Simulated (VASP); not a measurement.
Set up this calculation in VASP 6.6.1, as the native input.

| Quantity | Value |
| --- | --- |
| Task | relaxation of cell and atoms |
| Functional | r2SCAN |
| Potentials or basis | VASP PAW PBE potentials, release 64 (Pt) |
| Cutoff | 600 eV |
| k mesh | 12 × 12 × 12 |
| Occupations | methfessel-paxton, width 0.1 eV |
| Spin | no spin polarisation |
| Dipole correction | no |
| Further INCAR settings | ALGO = Normal; EDIFF = 1e-06; IBRION = 2; EDIFFG = -0.01; NSW = 60; ISIF = 3 |

Crystal: Pt.

```
Pt
1.0
    -1.58422    1.58422    1.58422
     1.58422   -1.58422    1.58422
     1.58422    1.58422   -1.58422
Pt
1
Cartesian
  0.0000 0.0000 0.0000
```

One way to write it, as run:

POSCAR

```
Pt
1.0
   -1.5842200000      1.5842200000      1.5842200000
    1.5842200000     -1.5842200000      1.5842200000
    1.5842200000      1.5842200000     -1.5842200000
Pt
1
Direct
    0.0000000000      0.0000000000      0.0000000000
```

INCAR.step1

```
SYSTEM = Pt
PREC = Accurate ; ENCUT = 600
ISMEAR = 1 ; SIGMA = 0.1
LREAL = .FALSE. ; LASPH = .TRUE.
NELM = 100 ; GGA = PE
ALGO = Normal ; EDIFF = 1E-4
LWAVE = .TRUE. ; LCHARG = .FALSE.
```

INCAR.step2

```
SYSTEM = Pt
PREC = Accurate ; ENCUT = 600
EDIFF = 1E-6 ; ISMEAR = 1
SIGMA = 0.1 ; LREAL = .FALSE.
LASPH = .TRUE. ; NELM = 100
ALGO = Normal ; ISIF = 3
LWAVE = .FALSE. ; LCHARG = .FALSE.
METAGGA = R2SCAN ; LMIXTAU = .TRUE.
IBRION = 2 ; NSW = 60
EDIFFG = -0.01 ; ISTART = 1
```

KPOINTS

```
Automatic mesh
0
G
  12 12 12
  0 0 0
```

Potentials or basis: VASP PAW PBE potentials, release 64 (Pt).

Run with:

```sh
$ cat potpaw_PBE.64/Pt/POTCAR > POTCAR
$ cp INCAR.step1 INCAR
$ mpirun -np 1 vasp_std > vasp.out
$ cp INCAR.step2 INCAR
$ mpirun -np 1 vasp_std > vasp.out
```

It gave:

The relaxed volume is 15.49 Å³/atom, the relaxed cell is a = 2.720 Å, b = 2.720 Å, c = 2.720 Å, α = 109.47°, β = 109.47°, γ = 109.47° and the space group after relaxing (to 0.05 Å) is Im-3m (No. 229). The energy gained by relaxing is 8.5 meV/atom and the ionic steps are 4. The pressure after relaxing is 0.0 GPa and the band gap on the k mesh is zero (band 5 reaches 11.40 eV, above the bottom of band 6 at 9.00 eV).

Caveat: the PAW data sets were made with another functional, which shifts forces and pressure a little; spin-orbit coupling is left out, which moves the levels of the heavy elements.

It took 50 s on 1 thread of Intel(R) Xeon(R) 6975P-C (Granite Rapids) (shared host), peak memory 0.16 GiB.
